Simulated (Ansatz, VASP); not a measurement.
## SnO in VASP and in Ansatz

```
Sn O
1.0
     0.00000    0.00000   -4.22197
    -3.35500    0.00000    0.00000
     0.00000   11.34821   -1.68879
Sn O
4 4
Direct
  0.14047 0.00000 0.86595
  0.34047 0.00000 0.36595
  0.93324 0.50000 0.13405
  0.73324 0.50000 0.63405
  0.18489 0.00000 0.19562
  0.98489 0.00000 0.69563
  0.44139 0.50000 0.80437
  0.64139 0.50000 0.30438
```

Alike in both runs: task single point; functional LDA; k mesh 6 × 8 × 3; occupations gaussian, width 0.05 eV; no spin polarisation.

|  | VASP | Ansatz |
| --- | --- | --- |
| version | VASP 6.6.1 | Ansatz 0.2.0 |
| potentials or method | VASP PAW LDA potentials, release 64 (Sn_d, O), cutoff 520 eV | scalar-relativistic, plane waves, PAW |
| valence electrons in the cell | 80 | 80 |

```csv
,VASP,Ansatz,Ansatz less VASP
gap on the k mesh at the Fermi level (eV),1.00,1.02,+0.022
least direct gap on the mesh (eV),1.62,1.64,+0.022
pressure (GPa),-4.2,-4.5,-0.28
"traceless stress, the component that is largest in VASP (GPa)",-0.80,-0.82,-0.028
rms of the force components (eV/Å),0.357,0.396,+0.0385
```

LDA's correlation is that of Perdew and Zunger in VASP and of Perdew and Wang (1992) in Ansatz. Atom by atom the forces differ by 0.041 eV/Å (rms over components).
